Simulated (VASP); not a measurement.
# Li3AgB5 (P6/mmm) in VASP: a series of runs

Runs on Li3AgB5. Level: PBE. Tasks: single point, relaxation of cell and atoms.

All numbers are computed with VASP 6.6.1; they aren't measurements. Logs are shortened: lines on timing, memory, paths and dates and some standing lists are left out, and cuts for length are marked.

## (1) The cell of the first run

Symmetry: P6/mmm, No. 191, hexagonal system. Conventional cell: a = 4.537 Å, b = 4.537 Å, c = 5.302 Å, α = 90.00°, β = 90.00°, γ = 120.00°. Within 3.0 Å of Li (site symmetry mmm) lie 6 B at 2.26 to 2.27 Å and 4 Li at 2.27 Å. Ag (site symmetry 6/mmm) has 14 B at 2.65 to 2.74 Å and 12 Li at 3.49 Å within 3.5 Å. B (site symmetry 3m) has 1 B at 1.62 Å within 2.2 Å. B (site symmetry 6/mmm) has 6 Li at 2.27 Å and 2 Ag at 2.65 Å within 3.0 Å.

## (2) Single point, PBE

File INCAR:

```
SYSTEM = Li3AgB5
PREC = Accurate
ENCUT = 520
EDIFF = 1E-7
ISMEAR = 0
SIGMA = 0.1
LREAL = .False.
LASPH = .True.
NELM = 80
ALGO = Normal
ISIF = 2
LWAVE = .False.
LCHARG = .False.
GGA = PE
NBANDS = 28
```

File KPOINTS:

```
Automatic mesh
0
Gamma
  6 6 4
  0 0 0
```

File POSCAR:

```
Li3AgB5
1.0
    4.5367914268     -0.0000000028      0.0000000000
   -2.2683957110      3.9289766286      0.0000000000
    0.0000000000      0.0000000000      5.3021683590
Li Ag B
3 1 5
Direct
    0.5000000000      0.0000000000      0.5000000000
    0.0000000000      0.5000000000      0.5000000000
    0.5000000000      0.5000000000      0.5000000000
    0.0000000000      0.0000000000      0.0000000000
    0.3333333333      0.6666666667      0.1531674595
    0.6666666667      0.3333333333      0.1531674595
    0.6666666667      0.3333333333      0.8468325405
    0.3333333333      0.6666666667      0.8468325405
    0.0000000000      0.0000000000      0.5000000000
```

Potentials or basis: VASP PAW PBE potentials, release 64 (Li_sv, Ag, B).

The run is started by

```
> cat potpaw_PBE.64/Li_sv/POTCAR potpaw_PBE.64/Ag/POTCAR potpaw_PBE.64/B/POTCAR > POTCAR
> mpirun -np 1 vasp_std > vasp.out
```

OUTCAR:

```text
SYSTEM = Li3AgB5
   PREC = Accurate
   ENCUT = 520
   EDIFF = 1E-7
   ISMEAR = 0
   LREAL = .False.
   LASPH = .True.
   NELM = 80
   ISIF = 2
   GGA = PE

 ion  position               nearest neighbor table
   1  0.500  0.000  0.500-   5 2.26   6 2.26   7 2.26   8 2.26   2 2.27   2 2.27   3 2.27   3 2.27
                             9 2.27   9 2.27
   2  0.000  0.500  0.500-   5 2.26   6 2.26   7 2.26   8 2.26   1 2.27   1 2.27   9 2.27   9 2.27
                             3 2.27   3 2.27
   3  0.500  0.500  0.500-   5 2.26   6 2.26   7 2.26   8 2.26   9 2.27   9 2.27   1 2.27   1 2.27
                             2 2.27   2 2.27
   4  0.000  0.000  0.000-   9 2.65   9 2.65   7 2.74   8 2.74   5 2.74   6 2.74   5 2.74   8 2.74
                             6 2.74   7 2.74   6 2.74   7 2.74   5 2.74   8 2.74
   5  0.333  0.667  0.153-   8 1.62   1 2.26   2 2.26   3 2.26   4 2.74   4 2.74   4 2.74
   6  0.667  0.333  0.153-   7 1.62   1 2.26   2 2.26   3 2.26   4 2.74   4 2.74   4 2.74
   7  0.667  0.333  0.847-   6 1.62   1 2.26   2 2.26   3 2.26   4 2.74   4 2.74   4 2.74
   8  0.333  0.667  0.847-   5 1.62   1 2.26   2 2.26   3 2.26   4 2.74   4 2.74   4 2.74
   9  0.000  0.000  0.500-   3 2.27   3 2.27   2 2.27   2 2.27   1 2.27   1 2.27   4 2.65   4 2.65

  LATTYP: Found a hexagonal cell.
 ALAT       =     4.5367914268
 C/A-ratio  =     1.1687044566

  Lattice vectors:

 A1 = (   4.5367914268,  -0.0000000028,   0.0000000000)
 A2 = (  -2.2683957110,   3.9289766286,   0.0000000000)
 A3 = (   0.0000000000,   0.0000000000,   5.3021683590)

Analysis of symmetry for initial positions (statically):
=====================================================================
 Subroutine PRICEL returns:
 Original cell was already a primitive cell.

 Routine SETGRP: Setting up the symmetry group for a
 hexagonal supercell.

 Subroutine GETGRP returns: Found 24 space group operations
 (whereof 24 operations were pure point group operations)
 out of a pool of 24 trial point group operations.

The static configuration has the point symmetry D_6h.

Analysis of symmetry for dynamics (positions and initial velocities):
=====================================================================
 Subroutine PRICEL returns:
 Original cell was already a primitive cell.

 Routine SETGRP: Setting up the symmetry group for a
 hexagonal supercell.

 Subroutine GETGRP returns: Found 24 space group operations
 (whereof 24 operations were pure point group operations)
 out of a pool of 24 trial point group operations.

The dynamic configuration has the point symmetry D_6h.

 Subroutine INISYM returns: Found 24 space group operations
 (whereof 24 operations are pure point group operations),
 and found     1 'primitive' translations

----------------------------------------------------------------------------------------

                                     Primitive cell

  volume of cell :      94.5109

  direct lattice vectors                    reciprocal lattice vectors
     4.536791427 -0.000000003  0.000000000     0.220420096  0.127259601  0.000000000
    -2.268395711  3.928976629  0.000000000     0.000000000  0.254519203  0.000000000
     0.000000000  0.000000000  5.302168359     0.000000000  0.000000000  0.188602084

  length of vectors
     4.536791427  4.536791427  5.302168359     0.254519203  0.254519203  0.188602084

  position of ions in fractional coordinates (direct lattice)
     0.500000000  0.000000000  0.500000000
     0.000000000  0.500000000  0.500000000
     0.500000000  0.500000000  0.500000000
     0.000000000  0.000000000  0.000000000
     0.333333333  0.666666667  0.153167459
     0.666666667  0.333333333  0.153167459
     0.666666667  0.333333333  0.846832541
     0.333333333  0.666666667  0.846832541
     0.000000000  0.000000000  0.500000000

  ion indices of the primitive-cell ions
   primitive index   ion index
                 1           1
                 2           2
                 3           3
                 4           4
                 5           5
                 6           6
                 7           7
                 8           8
                 9           9

----------------------------------------------------------------------------------------

 KPOINTS: Automatic mesh

Automatic generation of k-mesh.
 Grid dimensions read from file:
 generate k-points for:    6    6    4

 Generating k-lattice:

  Cartesian coordinates                     Fractional coordinates (reciprocal lattice)
     0.036736683  0.021209934  0.000000000     0.166666667  0.000000000  0.000000000
     0.000000000  0.042419867  0.000000000     0.000000000  0.166666667  0.000000000
     0.000000000  0.000000000  0.047150521     0.000000000  0.000000000  0.250000000

  Length of vectors
     0.042419867  0.042419867  0.047150521

  Shift w.r.t. Gamma in fractional coordinates (k-lattice)
     0.000000000  0.000000000  0.000000000

 Subroutine IBZKPT returns following result:
 ===========================================

 Found     21 irreducible k-points:

 Following reciprocal coordinates:
            Coordinates               Weight
  0.000000  0.000000  0.000000      1.000000
  0.166667  0.000000  0.000000      6.000000
  0.333333  0.000000  0.000000      6.000000
  0.500000 -0.000000  0.000000      3.000000
  0.166667  0.166667  0.000000      6.000000
  0.333333  0.166667  0.000000     12.000000
[... 13 lines left out ...]
  0.333333  0.166667  0.500000     12.000000
  0.333333  0.333333  0.500000      2.000000
   k-points           NKPTS =     21   k-points in BZ     NKDIM =     21   number of bands    NBANDS=     28
   number of dos      NEDOS =    301   number of ions     NIONS =      9
   total plane-waves  NPLWV =  51840
   dimension x,y,z NGX =    36 NGY =   36 NGZ =   40
   dimension x,y,z NGXF=    72 NGYF=   72 NGZF=   80
   ions per type =               3   1   5
   NGX,Y,Z   is equivalent  to a cutoff of  13.19, 13.19, 12.54 a.u.
   NGXF,Y,Z  is equivalent  to a cutoff of  26.38, 26.38, 25.08 a.u.
 SYSTEM =  Li3AgB5
   PREC   = accura    normal or accurate (medium, high low for compatibility)
   ISTART =      0    job   : 0-new  1-cont  2-samecut
   ICHARG =      2    charge: 1-file 2-atom 10-const
   ISPIN  =      1    spin polarized calculation?
   LNONCOLLINEAR =      F non collinear calculations
   LSORBIT =      F    spin-orbit coupling
   LASPH  =      T    aspherical Exc in radial PAW
   ENCUT  =  520.0 eV  38.22 Ry    6.18 a.u.   8.44  8.44  9.86*2*pi/ulx,y,z
   NELM   =     80;   NELMIN=  2; NELMDL= -5     # of ELM steps
   EDIFF  = 0.1E-06   stopping-criterion for ELM
   LREAL  =      F    real-space projection
   EDIFFG = 0.1E-05   stopping-criterion for IOM
   NSW    =      0    number of steps for IOM
   IBRION =     -1    ionic relax: 0-MD 1-quasi-New 2-CG
   NFREE  =      0    steps in history (QN), initial steepest desc. (CG)
   ISIF   =      2    stress and relaxation
   ISYM   =      2    0-nonsym 1-usesym 2-fastsym
   POTIM  = 0.5000    time-step for ionic-motion
   TEBEG  =    0.0;   TEEND  =   0.0 temperature during run
   PSTRESS=    0.0 pullay stress
   NELECT =      35.0000    total number of electrons
   NUPDOWN=      -1.0000    fix difference up-down
   EMIN   =  10.00;   EMAX   =-10.00  energy-range for DOS
   EFERMI =   0.00;   METHOD = LEGACY
   ISMEAR =     0;   SIGMA  =   0.10  broadening in eV -4-tet -1-fermi 0-gaus
   EFERMI_NEDOS =   21; number of points for ismear=-14 and -15
   IALGO  =     38    algorithm
   IMIX   =      4    mixing-type and parameters
     AMIX     =   0.40;   BMIX     =  1.00
     AMIX_MAG =   1.60;   BMIX_MAG =  1.00
  volume/ion in A,a.u.               =      10.50        70.87
  Fermi-wavevector in a.u.,A,eV,Ry     =   1.175629  2.221616 18.804657  1.382103
  Thomas-Fermi vector in A             =   2.312006
   LORBIT       =      0    0 simple, 1 ext, 2 COOP (PROOUT), +10 PAW based schemes
   GGA     = PE    functional components
   LHFCALC =     F    Hartree Fock is set to
   AEXX    =    0.0000 exact exchange contribution
   IVDW    =     0    specifies the selected vdW correction
   LEPSILON=     F    determine dielectric tensor
   LRPA    =     F    only Hartree local field effects (RPA)
 non-spin polarized calculation
 Gauss-broadening in eV      SIGMA  =   0.10
  energy-cutoff  :      520.00
  volume of cell :       94.51
 maximum number of plane-waves:      2576
 NGX is ok and might be reduce to    36
   NGX = 17   NGY = 17   NGZ = 19

 number of electron      34.9999969 magnetization

 Free energy of the ion-electron system (eV)
  ---------------------------------------------------
  ext. energy  EPLUGINS =         0.00000000
  ---------------------------------------------------
  free energy    TOTEN  =       -31.94404026 eV

  energy without entropy =      -31.93371863  energy(sigma->0) =      -31.93887944

 E-fermi :   4.4819     XC(G=0): -10.5581

 val. band max:        4.4809395093   @ k =   0.0000   0.0000   0.5000
 cond. band min:       4.4977848565   @ k =   0.0000   0.0000   0.0000
 fundamental gap:      0.0168453472
 Fermi energy:         4.4819290113

 k-point     1 :       0.0000    0.0000    0.0000
  band No.  band energies     occupation
      1     -40.2051      2.00000
      2     -40.0097      2.00000
      3     -40.0097      2.00000
      4      -6.5862      2.00000
      5      -2.4298      2.00000
      6      -1.6796      2.00000
[... 20 lines left out ...]
     27       9.9387      0.00000
     28      13.3973      0.00000

 k-point     2 :       0.1667    0.0000    0.0000
  band No.  band energies     occupation
      1     -40.1936      2.00000
      2     -40.0214      2.00000
      3     -40.0099      2.00000
      4      -6.3712      2.00000
      5      -2.5176      2.00000
      6      -2.3967      2.00000
[... 581 lines left out ...]
 k-point    21 :       0.3333    0.3333    0.5000
  band No.  band energies     occupation
      1     -40.1077      2.00000
      2     -40.1077      2.00000
      3     -40.0104      2.00000
      4      -4.5539      2.00000
      5      -4.5539      2.00000
      6      -2.0223      2.00000
[... 20 lines left out ...]
     27      12.0866      0.00000
     28      13.2495      0.00000

------------------------ aborting loop because EDIFF is reached ----------------------------------------

  FORCE on cell =-STRESS in cart. coord.  units (eV):
  Direction    XX          YY          ZZ          XY          YZ          ZX
  --------------------------------------------------------------------------------------
  -------------------------------------------------------------------------------------
  Total       -0.0753945     -0.0753945      0.1477513      0.0000000      0.0000000      0.0000000
  in kB       -1.2781103     -1.2781103      2.5047262      0.0000000      0.0000000      0.0000000
  external PRESSURE =      -0.0171648 kB  Pullay stress =       0.0000000 kB

 VOLUME and BASIS-vectors are now :
 -----------------------------------------------------------------------------
  energy-cutoff  :      520.00
  volume of cell :       94.51
      direct lattice vectors                 reciprocal lattice vectors
     4.536791427 -0.000000003  0.000000000     0.220420096  0.127259601  0.000000000
    -2.268395711  3.928976629  0.000000000     0.000000000  0.254519203  0.000000000
     0.000000000  0.000000000  5.302168359     0.000000000  0.000000000  0.188602084

 POSITION                                       TOTAL-FORCE (eV/Angst)
 -----------------------------------------------------------------------------------
      2.26840     -0.00000      2.65108         0.000000      0.000000     -0.000000
     -1.13420      1.96449      2.65108         0.000000      0.000000     -0.000000
      1.13420      1.96449      2.65108         0.000000      0.000000     -0.000000
      0.00000      0.00000      0.00000         0.000000      0.000000     -0.000000
      0.00000      2.61932      0.81212        -0.000000      0.000000     -0.005358
      2.26840      1.30966      0.81212        -0.000000      0.000000     -0.005358
      2.26840      1.30966      4.49005         0.000000     -0.000000      0.005358
      0.00000      2.61932      4.49005         0.000000      0.000000      0.005358
      0.00000      0.00000      2.65108         0.000000      0.000000     -0.000000
 -----------------------------------------------------------------------------------
    total drift:                                0.000000      0.000000     -0.000000

  FREE ENERGIE OF THE ION-ELECTRON SYSTEM (eV)
  ---------------------------------------------------
  free  energy   TOTEN  =       -31.9440402597 eV

  energy  without entropy=      -31.9337186250  energy(sigma->0) =      -31.93887944
```

It took 88 s on 1 thread of Oxide Virtual Turin-like, shared host; peak memory 0.2 GiB.

Results:

| Item | Value |
| --- | --- |
| Free energy | -31.9440 eV |
| Largest force | 0.005 eV/Å |

Forces on the atoms (eV/Å):
```
Li   0.000  0.000  0.000
Li   0.000  0.000  0.000
Li   0.000  0.000  0.000
Ag   0.000  0.000  0.000
B    0.000  0.000 -0.005
B    0.000  0.000 -0.005
B    0.000  0.000  0.005
B    0.000  0.000  0.005
B    0.000  0.000  0.000
```

Caveat: the cutoff is under 1.25 times the usual one of these potentials, so pressure, stress and relaxed cells hold a basis-set (Pulay) error.

## (3) Relaxation of cell and atoms, PBE

This run uses another cell than the first one, of 10.30 Å³/atom, 0.980 times its volume.

File INCAR:

```
ALGO = Normal ; EDIFF = 1E-6
EDIFFG = -0.04 ; ENCUT = 600
GGA = PE ; IBRION = 2
ISIF = 3 ; ISMEAR = 0
LASPH = True ; LCHARG = False
LREAL = False ; LWAVE = False
NELM = 60 ; NSW = 90
PREC = Accurate ; SIGMA = 0.1
```

File KPOINTS:

```
k-points
0
Gamma
  6 6 4
```

File POSCAR:

```
Li3AgB5
1.0
    4.6930712100      0.0000000000      0.0000000000
   -2.3465356000      4.0643188900      0.0000000000
    0.0000000000      0.0000000000      4.8580934600
Li Ag B
3 1 5
Direct
    0.5000000000      0.0000000000      0.5000000000
    0.0000000000      0.5000000000      0.5000000000
    0.5000000000      0.5000000000      0.5000000000
    0.0000000000      0.0000000000      0.0000000000
    0.3333333300      0.6666666700      0.1729424000
    0.6666666700      0.3333333300      0.1729424000
    0.6666666700      0.3333333300      0.8270576000
    0.3333333300      0.6666666700      0.8270576000
    0.0000000000      0.0000000000      0.5000000000
```

Potentials or basis: VASP PAW PBE potentials, release 64 (Li_sv, Ag, B).

The run is started by

```
> cat potpaw_PBE.64/Li_sv/POTCAR potpaw_PBE.64/Ag/POTCAR potpaw_PBE.64/B/POTCAR > POTCAR
> mpirun -np 1 vasp_std > vasp.out
```

It took 7.2 min on 1 thread of Oxide Virtual Turin-like, shared host; peak memory 0.25 GiB.

Results (log left out):

```yaml
Free_energy: -31.9459 eV
Relaxed_volume: 10.51 Å³/atom
Relaxed_cell: a = 4.530 Å, b = 4.530 Å, c = 5.323 Å, α = 90.00°, β = 90.00°, γ = 120.00°
Space_group_after_relaxing_to_0.05_Å: P6/mmm (No. 191)
Energy_gained_by_relaxing: 88.0 meV/atom
Ionic_steps: 10
Pressure_after_relaxing: -0.2 GPa
Largest_force_after_relaxing: 0.029 eV/Å
```

Forces on the atoms (eV/Å):
```
Li   0.000  0.000  0.000
Li   0.000  0.000  0.000
Li   0.000  0.000  0.000
Ag   0.000  0.000  0.000
B    0.000  0.000  0.029
B    0.000  0.000  0.029
B    0.000  0.000 -0.029
B    0.000  0.000 -0.029
B    0.000  0.000  0.000
```

Stress tensor (GPa, compression positive):
```
-0.04  0.00  0.00
 0.00 -0.04  0.00
 0.00  0.00 -0.45
```

The path:
| step | energy change (eV) | largest force (eV/Å) | pressure (GPa) | volume (Å³) |
| --- | --- | --- | --- | --- |
| 1 | 0.0000 | 2.5794 | 3.06 | 92.66 |
| 2 | -0.2169 | 3.6624 | 6.33 | 95.28 |
| 3 | -0.4819 | 0.6576 | 4.10 | 94.24 |
| 4 | -0.7374 | 0.0817 | -1.81 | 98.47 |
| 5 | -0.7391 | 0.1380 | -2.24 | 98.86 |
| 6 | -0.7686 | 0.1369 | -1.33 | 97.32 |
| 7 | -0.7796 | 0.4195 | -0.32 | 95.82 |
| 8 | -0.7911 | 0.0080 | -0.32 | 94.66 |
| 9 | -0.7911 | 0.0395 | -0.33 | 94.75 |
| 10 | -0.7919 | 0.0294 | -0.18 | 94.59 |

Final structure:
```cif
data_structure
_symmetry_space_group_name_H-M 'P 1'
_symmetry_Int_Tables_number 1
_cell_length_a 4.5296
_cell_length_b 4.5296
_cell_length_c 5.3235
_cell_angle_alpha 90.000
_cell_angle_beta 90.000
_cell_angle_gamma 120.000
_cell_volume 94.59
loop_
_atom_site_label
_atom_site_type_symbol
_atom_site_fract_x
_atom_site_fract_y
_atom_site_fract_z
_atom_site_occupancy
Li1 Li 0.50000 0.00000 0.50000 1
Li2 Li 0.00000 0.50000 0.50000 1
Li3 Li 0.50000 0.50000 0.50000 1
Ag1 Ag 0.00000 0.00000 0.00000 1
B1 B 0.33333 0.66667 0.15265 1
B2 B 0.66667 0.33333 0.15265 1
B3 B 0.66667 0.33333 0.84735 1
B4 B 0.33333 0.66667 0.84735 1
B5 B 0.00000 0.00000 0.50000 1
```

Levels at points of the mesh, in eV from the Fermi level:
| k point | band 14 | band 15 | band 16 | band 17 | band 18 | band 19 | band 20 | band 21 | band 22 |
| --- | --- | --- | --- | --- | --- | --- | --- | --- | --- |
| (0.00, 0.00, 0.00) | -1.84 | -1.28 | -1.00 | -0.99 | -0.99 | 0.03 | 1.39 | 1.41 | 1.41 |
| (0.50, 0.00, 0.00) | -3.17 | -3.01 | -1.70 | -1.31 | -0.09 | 0.14 | 1.24 | 1.89 | 2.42 |
| (0.00, 0.00, 0.50) | -2.13 | -1.05 | -1.05 | -0.77 | -0.77 | 0.01 | 0.01 | 1.45 | 1.48 |
| (0.50, 0.00, 0.50) | -3.27 | -2.84 | -1.64 | -0.90 | 0.05 | 1.73 | 2.30 | 2.45 | 2.63 |

Caveat: the cutoff is under 1.25 times the usual one of these potentials, so pressure, stress and relaxed cells hold a basis-set (Pulay) error.
